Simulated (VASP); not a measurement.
# ZnS (F-43m) in VASP: further runs, part 2 of 2

VASP 6.6.1.

## Step 4: Relaxation of cell and atoms, PBEsol, target pressure 20 GPa, at which the enthalpy is minimised

The input, INCAR:

```
SYSTEM = ZnS
  ALGO = Normal
  EDIFF = 1E-6
  EDIFFG = -0.05
  ENCUT = 600
  GGA = PS
  IBRION = 2
  ISIF = 3
  ISMEAR = 1
  LASPH = .True.
  LCHARG = .False.
  LREAL = .False.
  LWAVE = .False.
  NELM = 100
  NSW = 80
  PREC = Accurate
  PSTRESS = 200.0
  SIGMA = 0.02
```

The input, KPOINTS:

```
k-points
0
Gamma
  8 8 8
  0 0 0
```

The input, POSCAR:

```
ZnS
1.0
    0.0000000000      2.7020000000      2.7020000000
    2.7020000000      0.0000000000      2.7020000000
    2.7020000000      2.7020000000      0.0000000000
Zn S
1 1
Direct
    0.2500000000      0.2500000000      0.2500000000
    0.0000000000      0.0000000000      0.0000000000
```

Potentials or basis: VASP PAW PBE potentials, release 64 (Zn, S).

Started as:

```bash
$ cat potpaw_PBE.64/Zn/POTCAR potpaw_PBE.64/S/POTCAR > POTCAR
$ mpirun -np 1 vasp_std > vasp.out
```

OUTCAR:

```text
SYSTEM = ZnS
   EDIFF = 1E-6
   EDIFFG = -0.05
   ENCUT = 600
   GGA = PS
   IBRION = 2
   ISIF = 3
   ISMEAR = 1
   LASPH = .True.
   LREAL = .False.
   NELM = 100
   NSW = 80
   PREC = Accurate
   PSTRESS = 200.0

 ion  position               nearest neighbor table
   1  0.250  0.250  0.250-   2 2.34   2 2.34   2 2.34   2 2.34
   2  0.000  0.000  0.000-   1 2.34   1 2.34   1 2.34   1 2.34

  LATTYP: Found a face centered cubic cell.
 ALAT       =     5.4040000000

  Lattice vectors:

 A1 = (   0.0000000000,   2.7020000000,   2.7020000000)
 A2 = (   2.7020000000,   0.0000000000,   2.7020000000)
 A3 = (   2.7020000000,   2.7020000000,   0.0000000000)

Analysis of symmetry for initial positions (statically):
[... 5 lines left out ...]
 face centered cubic supercell.

 Subroutine GETGRP returns: Found 24 space group operations
 (whereof 24 operations were pure point group operations)
 out of a pool of 48 trial point group operations.

The static configuration has the point symmetry T_d .

Analysis of symmetry for dynamics (positions and initial velocities):
[... 5 lines left out ...]
 face centered cubic supercell.

 Subroutine GETGRP returns: Found 24 space group operations
 (whereof 24 operations were pure point group operations)
 out of a pool of 48 trial point group operations.

The dynamic configuration has the point symmetry T_d .

 Subroutine INISYM returns: Found 24 space group operations
 (whereof 24 operations are pure point group operations),
 and found     1 'primitive' translations

----------------------------------------------------------------------------------------

                                     Primitive cell

  volume of cell :      39.4535

  direct lattice vectors                    reciprocal lattice vectors
     0.000000000  2.702000000  2.702000000    -0.185048113  0.185048113  0.185048113
     2.702000000  0.000000000  2.702000000     0.185048113 -0.185048113  0.185048113
     2.702000000  2.702000000  0.000000000     0.185048113  0.185048113 -0.185048113

  length of vectors
     3.821205046  3.821205046  3.821205046     0.320512733  0.320512733  0.320512733

  position of ions in fractional coordinates (direct lattice)
     0.250000000  0.250000000  0.250000000
     0.000000000  0.000000000  0.000000000

  ion indices of the primitive-cell ions
   primitive index   ion index
                 1           1
                 2           2

----------------------------------------------------------------------------------------

 KPOINTS: k-points

Automatic generation of k-mesh.
 Grid dimensions read from file:
 generate k-points for:    8    8    8

 Generating k-lattice:

  Cartesian coordinates                     Fractional coordinates (reciprocal lattice)
    -0.023131014  0.023131014  0.023131014     0.125000000  0.000000000  0.000000000
     0.023131014 -0.023131014  0.023131014     0.000000000  0.125000000  0.000000000
     0.023131014  0.023131014 -0.023131014     0.000000000  0.000000000  0.125000000

  Length of vectors
     0.040064092  0.040064092  0.040064092

  Shift w.r.t. Gamma in fractional coordinates (k-lattice)
     0.000000000  0.000000000  0.000000000

 Subroutine IBZKPT returns following result:
 ===========================================

 Found     29 irreducible k-points:

 Following reciprocal coordinates:
            Coordinates               Weight
  0.000000  0.000000  0.000000      1.000000
  0.125000  0.000000  0.000000      8.000000
  0.250000  0.000000  0.000000      8.000000
  0.375000  0.000000  0.000000      8.000000
  0.500000  0.000000  0.000000      4.000000
  0.125000  0.125000  0.000000      6.000000
[... 16 lines left out ...]
  0.500000  0.250000  0.125000     48.000000
 -0.375000  0.250000  0.125000     24.000000
 [... further k-points ...]
   k-points           NKPTS =     29   k-points in BZ     NKDIM =     29   number of bands    NBANDS=     13
   number of dos      NEDOS =    301   number of ions     NIONS =      2
   total plane-waves  NPLWV =  32768
   dimension x,y,z NGX =    32 NGY =   32 NGZ =   32
   dimension x,y,z NGXF=    64 NGYF=   64 NGZF=   64
   ions per type =               1   1
   NGX,Y,Z   is equivalent  to a cutoff of  13.92, 13.92, 13.92 a.u.
   NGXF,Y,Z  is equivalent  to a cutoff of  27.84, 27.84, 27.84 a.u.
 SYSTEM =  ZnS
   PREC   = accura    normal or accurate (medium, high low for compatibility)
   ISTART =      0    job   : 0-new  1-cont  2-samecut
   ICHARG =      2    charge: 1-file 2-atom 10-const
   ISPIN  =      1    spin polarized calculation?
   LNONCOLLINEAR =      F non collinear calculations
   LSORBIT =      F    spin-orbit coupling
   LASPH  =      T    aspherical Exc in radial PAW
   ENCUT  =  600.0 eV  44.10 Ry    6.64 a.u.   7.63  7.63  7.63*2*pi/ulx,y,z
   NELM   =    100;   NELMIN=  2; NELMDL= -5     # of ELM steps
   EDIFF  = 0.1E-05   stopping-criterion for ELM
   LREAL  =      F    real-space projection
   EDIFFG = -.5E-01   stopping-criterion for IOM
   NSW    =     80    number of steps for IOM
   IBRION =      2    ionic relax: 0-MD 1-quasi-New 2-CG
   NFREE  =      1    steps in history (QN), initial steepest desc. (CG)
   ISIF   =      3    stress and relaxation
   ISYM   =      2    0-nonsym 1-usesym 2-fastsym
   POTIM  = 0.5000    time-step for ionic-motion
   TEBEG  =    0.0;   TEEND  =   0.0 temperature during run
   PSTRESS=  200.0 pullay stress
   NELECT =      18.0000    total number of electrons
   NUPDOWN=      -1.0000    fix difference up-down
   EMIN   =  10.00;   EMAX   =-10.00  energy-range for DOS
   EFERMI =   0.00;   METHOD = LEGACY
   ISMEAR =     1;   SIGMA  =   0.02  broadening in eV -4-tet -1-fermi 0-gaus
   EFERMI_NEDOS =   21; number of points for ismear=-14 and -15
   IALGO  =     38    algorithm
   IMIX   =      4    mixing-type and parameters
     AMIX     =   0.40;   BMIX     =  1.00
     AMIX_MAG =   1.60;   BMIX_MAG =  1.00
  volume/ion in A,a.u.               =      19.73       133.12
  Fermi-wavevector in a.u.,A,eV,Ry     =   1.260290  2.381602 21.610537  1.588330
  Thomas-Fermi vector in A             =   2.393807
   LORBIT       =      0    0 simple, 1 ext, 2 COOP (PROOUT), +10 PAW based schemes
   GGA     = PS    functional components
   LHFCALC =     F    Hartree Fock is set to
   AEXX    =    0.0000 exact exchange contribution
   IVDW    =     0    specifies the selected vdW correction
   LEPSILON=     F    determine dielectric tensor
   LRPA    =     F    only Hartree local field effects (RPA)
 conjugate gradient relaxation of ions
 non-spin polarized calculation
 Methfessel and Paxton  Order N= 1 SIGMA  =   0.02
  energy-cutoff  :      600.00
  volume of cell :       39.45
 maximum number of plane-waves:      1363
 NGX is ok and might be reduce to    32
   NGX = 15   NGY = 15   NGZ = 15

--------------------------------------- Ionic step        1  -------------------------------------------

 number of electron      17.9999998 magnetization

 Free energy of the ion-electron system (eV)
  ---------------------------------------------------
  ext. energy  EPLUGINS =         0.00000000
  ---------------------------------------------------
  free energy    TOTEN  =        -7.58362750 eV

  energy without entropy =       -7.58363429  energy(sigma->0) =       -7.58362976

 E-fermi :   2.0296     XC(G=0):  -9.8499

 val. band max:        2.0127520383   @ k =   0.0000   0.0000   0.0000
 cond. band min:       3.9906229381   @ k =   0.0000   0.0000   0.0000
 fundamental gap:      1.9778708998
 Fermi energy:         2.0295895670

 k-point     1 :       0.0000    0.0000    0.0000
  band No.  band energies     occupation
      1     -11.1417      2.00000
      2      -4.3594      2.00000
      3      -4.3594      2.00000
      4      -4.3594      2.00000
      5      -3.8602      2.00000
      6      -3.8602      2.00000
      7       2.0128      2.00000
      8       2.0128      2.00000
      9       2.0128      2.00000
     10       3.9906      0.00000
     11       8.3208      0.00000
     12       8.3208      0.00000
     13       8.3208      0.00000
[... 866 lines left out ...]
  FREE ENERGIE OF THE ION-ELECTRON SYSTEM (eV)
  ---------------------------------------------------
  free  energy   TOTEN  =        -7.2982889841 eV

  energy  without entropy=       -7.2982957785  energy(sigma->0) =       -7.29829125

  enthalpy is  TOTEN    =        -3.2166388759 eV   P V=        4.0816501082

--------------------------------------- Ionic step        4  -------------------------------------------

 number of electron      17.9999995 magnetization

 Free energy of the ion-electron system (eV)
  ---------------------------------------------------
  ext. energy  EPLUGINS =         0.00000000
  ---------------------------------------------------
  free energy    TOTEN  =        -7.26900912 eV

  energy without entropy =       -7.26900912  energy(sigma->0) =       -7.26900912

 E-fermi :   4.1553     XC(G=0): -10.7957

 val. band max:        4.0665398585   @ k =   0.0000   0.0000   0.0000
 cond. band min:       6.7983650923   @ k =   0.5000   0.5000   0.0000
 fundamental gap:      2.7318252337
 Fermi energy:         4.1553353249

 k-point     1 :       0.0000    0.0000    0.0000
  band No.  band energies     occupation
      1     -10.6695      2.00000
      2      -3.3272      2.00000
      3      -3.3272      2.00000
      4      -3.3272      2.00000
      5      -2.5721      2.00000
      6      -2.5721      2.00000
      7       4.0665      2.00000
      8       4.0665      2.00000
      9       4.0665      2.00000
     10       6.9320      0.00000
     11      10.1455      0.00000
     12      10.1455      0.00000
     13      10.1455      0.00000
[... 390 lines left out ...]
 POSITION                                       TOTAL-FORCE (eV/Angst)
 -----------------------------------------------------------------------------------
      1.26583      1.26583      1.26583         0.000000      0.000000      0.000000
      2.53167      5.06334      2.53167        -0.000000     -0.000000     -0.000000
 -----------------------------------------------------------------------------------
    total drift:                               -0.000001     -0.000001     -0.000001

  FREE ENERGIE OF THE ION-ELECTRON SYSTEM (eV)
  ---------------------------------------------------
  free  energy   TOTEN  =        -7.2690091208 eV

  energy  without entropy=       -7.2690091208  energy(sigma->0) =       -7.26900912

  enthalpy is  TOTEN    =        -3.2179359691 eV   P V=        4.0510731517

 reached required accuracy - stopping structural energy minimisation
```

OSZICAR:

```text
N       E                     dE             d eps       ncg     rms          rms(c)
DAV:   1     0.851118136473E+02    0.85112E+02   -0.96417E+03   754   0.181E+03
DAV:   2    -0.173583193074E+01   -0.86848E+02   -0.81996E+02   802   0.301E+02
DAV:   3    -0.790612476851E+01   -0.61703E+01   -0.61329E+01   949   0.737E+01
[... 46 lines left out ...]
DAV:   3    -0.726934182866E+01    0.11226E-02   -0.13448E-03   973   0.707E-01    0.145E-01
DAV:   4    -0.726904113017E+01    0.30070E-03   -0.34894E-04   909   0.303E-01    0.645E-02
DAV:   5    -0.726901558490E+01    0.25545E-04   -0.37406E-05  1152   0.111E-01    0.279E-02
DAV:   6    -0.726900918069E+01    0.64042E-05   -0.11344E-05  1053   0.578E-02    0.483E-03
DAV:   7    -0.726900912083E+01    0.59864E-07   -0.16743E-06   485   0.157E-02
   4 F= -.32179360E+01 E0= -.32179360E+01  d E =-.559299E+00
```

CONTCAR:

```text
ZnS
   1.00000000000000
     0.0000000000000000    2.5316688159633824    2.5316688159633824
     2.5316688159633824    0.0000000000000000    2.5316688159633824
     2.5316688159633824    2.5316688159633824   -0.0000000000000000
  Zn              S
     1     1
Direct
     0.2500000000000000    0.2500000000000000    0.2500000000000000
     1.0000000000000000    0.0000000000000000    1.0000000000000000

  0.00000000E+00  0.00000000E+00  0.00000000E+00
  0.00000000E+00  0.00000000E+00  0.00000000E+00
```

It took 50 s on 1 thread of Intel Xeon Platinum 8488C (Sapphire Rapids), shared host; peak memory 0.2 GiB.

Results:

```yaml
Free_energy: -7.2690 eV
Relaxed_volume: 16.23 Å³/atom
Relaxed_cell: a = 3.580 Å, b = 3.580 Å, c = 3.580 Å, α = 60.00°, β = 60.00°, γ = 60.00°
Space_group_after_relaxing_to_0.05_Å: F-43m (No. 216)
Energy_change_on_relaxing_the_enthalpy_is_what_falls: +157.3 meV/atom
Ionic_steps: 4
Pressure_after_relaxing: 19.8 GPa
Band_gap_on_the_k_mesh: 2.73 eV, indirect (least direct gap 2.87 eV)
```

The path:
```
step  energy change (eV)  largest force (eV/Å)  pressure (GPa)  volume (Å³)
   1              0.0000                0.0000           -1.72        39.45
   2              1.9889                0.0000           73.10        26.07
   3              0.2853                0.0000           18.49        32.70
   4              0.3146                0.0000           19.79        32.45
```

Final structure:
```
Zn S
1.0
     0.00000    2.53167    2.53167
     2.53167    0.00000    2.53167
     2.53167    2.53167    0.00000
Zn S
1 1
Direct
  0.25000 0.25000 0.25000
  0.00000 0.00000 0.00000
```

Levels at points of the mesh, in eV from the valence-band top:
```
           k point  band 5  band 6  band 7  band 8  band 9  band 10  band 11  band 12  band 13
(0.00, 0.00, 0.00)   -6.64   -6.64    0.00    0.00    0.00     2.87     6.08     6.08     6.08
(0.50, 0.00, 0.00)   -6.59   -6.59   -6.30   -1.20   -1.20     3.53     6.63     6.63     9.30
(0.50, 0.50, 0.00)   -6.51   -6.36   -5.44   -3.06   -3.06     2.73     3.78    12.40    13.22
```

Caveat: the cell is relaxed towards a set pressure, so the enthalpy falls and the energy may rise; the volume moved by over 15 % at a fixed basis, so the end points are rough; the PAW data sets were made with another functional, which shifts forces and pressure a little. A k mesh can miss the band edges.

## Step 5: Relaxation of cell and atoms, PBEsol, target pressure 30 GPa, at which the enthalpy is minimised

The input, INCAR:

```
ALGO     = Normal         # electronic algorithm
EDIFF    = 1E-6           # SCF threshold, eV
EDIFFG   = -0.05          # ionic threshold
ENCUT    = 600            # plane-wave cutoff, eV
GGA      = PS             # functional
IBRION   = 2              # ionic algorithm
ISIF     = 3              # what is computed and relaxed
ISMEAR   = 1              # smearing method
LASPH    = True           # aspherical terms in the spheres
LCHARG   = False          # write CHGCAR
LREAL    = False          # projectors in reciprocal space
LWAVE    = False          # write WAVECAR
NELM     = 80             # most SCF steps
NSW      = 80             # ionic steps
PREC     = Accurate       # precision mode
PSTRESS  = 300.0        
SIGMA    = 0.02           # smearing width, eV
```

The input, KPOINTS:

```
k-points
0
Gamma
  8 8 8
```

POSCAR is that of step 4.

Started as:

```bash
$ cat potpaw_PBE.64/Zn/POTCAR potpaw_PBE.64/S/POTCAR > POTCAR
$ mpirun -np 1 vasp_std > vasp.out
```

Wall time 56 s (1 thread of Intel Xeon Platinum 8488C (Sapphire Rapids), shared host); peak memory 0.19 GiB.

It converged, with:

```
Free energy                                            : -6.9868 eV
Relaxed volume                                         : 15.31 Å³/atom
Relaxed cell                                           : a = 3.512 Å, b = 3.512 Å, c = 3.512 Å, α = 60.00°, β = 60.00°, γ = 60.00°
Space group after relaxing (to 0.05 Å)                 : F-43m (No. 216)
Energy change on relaxing (the enthalpy is what falls) : +298.4 meV/atom
Ionic steps                                            : 5
Pressure after relaxing                                : 30.1 GPa
Band gap on the k mesh                                 : 2.56 eV, indirect (least direct gap 3.14 eV)
```

Step by step:
```tsv
step	energy change (eV)	largest force (eV/Å)	pressure (GPa)	volume (Å³)
1	0.0000	0.0000	-1.72	39.45
2	5.6727	0.0000	179.91	21.09
3	0.4576	0.0000	25.23	31.43
4	0.5457	0.0000	28.29	30.90
5	0.5968	0.0000	30.12	30.62
```

Final structure:
```yaml
crystal:
  lattice:
    - [0.00000, 2.48310, 2.48310]
    - [2.48310, 0.00000, 2.48310]
    - [2.48310, 2.48310, 0.00000]
  atoms:
    - { symbol: Zn, position: [0.25000, 0.25000, 0.25000] }
    - { symbol: S, position: [0.00000, 0.00000, 0.00000] }
```

Levels at points of the mesh, in eV from the valence-band top:
| k point | band 6 | band 7 | band 8 | band 9 | band 10 | band 11 | band 12 | band 13 |
| --- | --- | --- | --- | --- | --- | --- | --- | --- |
| (0.00, 0.00, 0.00) | -6.95 | 0.00 | 0.00 | 0.00 | 3.14 | 5.97 | 5.97 | 5.97 |
| (0.50, 0.00, 0.00) | -6.89 | -6.58 | -1.32 | -1.32 | 3.61 | 6.54 | 6.54 | 9.42 |
| (0.50, 0.50, 0.00) | -6.65 | -5.73 | -3.33 | -3.33 | 2.56 | 3.66 | 12.94 | 13.61 |

Caveat: the cell is relaxed towards a set pressure, so the enthalpy falls and the energy may rise; the volume moved by over 15 % at a fixed basis, so the end points are rough; the PAW data sets were made with another functional, which shifts forces and pressure a little. A k mesh can miss the band edges.

## Step 6: Relaxation of cell and atoms, PBEsol, target pressure 40 GPa, at which the enthalpy is minimised

The input, INCAR:

```
PREC     = Accurate       # precision mode
ENCUT    = 600            # plane-wave cutoff, eV
EDIFF    = 1E-6           # SCF threshold, eV
ISMEAR   = 1              # smearing method
SIGMA    = 0.02           # smearing width, eV
LREAL    = False          # projectors in reciprocal space
LASPH    = True           # aspherical terms in the spheres
NELM     = 100            # most SCF steps
ALGO     = Normal         # electronic algorithm
ISIF     = 3              # what is computed and relaxed
LWAVE    = False          # write WAVECAR
LCHARG   = False          # write CHGCAR
GGA      = PS             # functional
IBRION   = 2              # ionic algorithm
NSW      = 80             # ionic steps
EDIFFG   = -0.05          # ionic threshold
PSTRESS  = 400.0
```

The input, KPOINTS:

```
Automatic mesh
0
Gamma
  8 8 8
```

POSCAR is that of step 5.

Potentials or basis: VASP PAW PBE potentials, release 64 (Zn, S).

Started as:

```bash
$ cat potpaw_PBE.64/Zn/POTCAR potpaw_PBE.64/S/POTCAR > POTCAR
$ mpirun -np 1 vasp_std > vasp.out
```

Run time: 66 s. Hardware: 1 thread of Intel Xeon Platinum 8488C (Sapphire Rapids), shared host; peak memory 0.19 GiB.

The run converged. Its results:

| Quantity | Value |
| --- | --- |
| Free energy | -6.6809 eV |
| Relaxed volume | 14.61 Å³/atom |
| Relaxed cell | a = 3.457 Å, b = 3.457 Å, c = 3.457 Å, α = 60.00°, β = 60.00°, γ = 60.00° |
| Space group after relaxing (to 0.05 Å) | F-43m (No. 216) |
| Energy change on relaxing (the enthalpy is what falls) | +451.4 meV/atom |
| Ionic steps | 5 |
| Pressure after relaxing | 40.2 GPa |
| Band gap on the k mesh | 2.41 eV, indirect (least direct gap 3.37 eV) |

The path:
```csv
step,energy change (eV),largest force (eV/Å),pressure (GPa),volume (Å³)
1,0.0000,0.0000,-1.72,39.45
2,13.1093,0.0000,409.51,16.79
3,0.5744,0.0000,29.40,30.74
4,0.7411,0.0000,34.95,29.91
5,0.9027,0.0000,40.22,29.22
```

Final structure:
```
CELL_PARAMETERS angstrom
0.00000 2.44461 2.44461
2.44461 0.00000 2.44461
2.44461 2.44461 0.00000
ATOMIC_POSITIONS crystal
Zn 0.25000 0.25000 0.25000
S 0.00000 0.00000 0.00000
```

Levels at points of the mesh, in eV from the valence-band top:
| k point | band 6 | band 7 | band 8 | band 9 | band 10 | band 11 | band 12 | band 13 |
| --- | --- | --- | --- | --- | --- | --- | --- | --- |
| (0.00, 0.00, 0.00) | -7.23 | 0.00 | 0.00 | 0.00 | 3.37 | 5.87 | 5.87 | 5.87 |
| (0.50, 0.00, 0.00) | -7.17 | -6.82 | -1.41 | -1.41 | 3.67 | 6.45 | 6.45 | 9.51 |
| (0.50, 0.50, 0.00) | -6.92 | -5.97 | -3.57 | -3.57 | 2.41 | 3.55 | 13.39 | 13.91 |

Caveat: the cell is relaxed towards a set pressure, so the enthalpy falls and the energy may rise; the volume moved by over 15 % at a fixed basis, so the end points are rough; the PAW data sets were made with another functional, which shifts forces and pressure a little.

## Step 7: Summary

| cell | gap on the mesh (eV) | pressure (GPa) |
| --- | --- | --- |
| relaxed | 2.08 | 0.0 |
| relaxed to 10 GPa | 2.53 | 9.9 |
| relaxed to 20 GPa | 2.73 | 19.8 |
| relaxed to 30 GPa | 2.56 | 30.1 |
| relaxed to 40 GPa | 2.41 | 40.2 |

Alike in all rows: task relaxation of cell and atoms; level PBEsol; potentials or basis VASP PAW PBE potentials, release 64 (Zn, S); no spin polarisation; k mesh 8 × 8 × 8; cutoff (eV) 600; smearing methfessel-paxton 0.02 eV.

Caveats: the PAW data sets were made with another functional, which shifts forces and pressure a little; the cell is relaxed towards a set pressure, so the enthalpy falls and the energy may rise (some runs); the volume moved by over 15 % at a fixed basis, so the end points are rough (some runs).

Total energies depend on the potentials used, so only differences within one code and one set of settings carry meaning.
